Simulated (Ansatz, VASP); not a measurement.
**Two plane-wave programs on Rh**

```xyz
1
Lattice="0.0000 1.9016 1.9016 1.9206 0.0000 1.9016 1.9206 1.9016 0.0000" Properties=species:S:1:pos:R:3 pbc="T T T"
Rh    0.0000    0.0000    0.0000
```

Change from the starting cell: strain +0.0100 x Voigt [1, 0, 0, 0, 0, 0], atoms carried along.

Alike in both runs: task single point; functional PBE; k mesh 22 × 22 × 22; occupations gaussian, width 0.15 eV; no spin polarisation.

```csv
,VASP,Ansatz
version,VASP 6.6.1,Ansatz 0.2.0
potentials or method,"VASP PAW PBE potentials, release 64 (Rh_pv), cutoff 520 eV","scalar-relativistic, plane waves, PAW"
valence electrons in the cell,15,17
```

```csv
,VASP,Ansatz,Ansatz less VASP
gap on the k mesh at the Fermi level (eV),none,none,-
pressure (GPa),3.1,3.1,-0.01
"traceless stress, the component that is largest in VASP (GPa)",-1.59,-1.60,-0.004
```

A gap of «none» marks a metal or a gap that the smearing closes. VASP's potentials hold 15 valence electrons a cell and Ansatz's 17, so a difference there can come from the potentials and not from the codes.
